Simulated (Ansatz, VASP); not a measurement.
**One calculation of Cu, two programs**

```
Cu
1.0
     2.51798    0.00000    0.00000
    -1.25899    2.18064    0.00000
     0.00000    0.00000    3.79435
Cu
2
Direct
  0.33333 0.66667 0.25000
  0.66667 0.33333 0.75000
```

Alike in both runs: task single point; functional PBEsol; k mesh 24 × 24 × 12; occupations gaussian, width 0.15 eV; no spin polarisation.

```csv
,VASP,Ansatz
version,VASP 6.6.1,Ansatz 0.2.0
potentials or method,"VASP PAW PBE potentials, release 64 (Cu), cutoff 520 eV","scalar-relativistic, plane waves, PAW"
valence electrons in the cell,22,38
```

|  | VASP | Ansatz | Ansatz less VASP |
| --- | --- | --- | --- |
| gap on the k mesh at the Fermi level (eV) | none | none | - |
| pressure (GPa) | 19.2 | 18.7 | -0.58 |
| traceless stress, the component that is largest in VASP (GPa) | 13.95 | 14.07 | +0.113 |

VASP's potentials were made for PBE, not for PBEsol. A gap of «none» marks a metal or a gap that the smearing closes. VASP's potentials hold 22 valence electrons a cell and Ansatz's 38, so a difference there can come from the potentials and not from the codes.
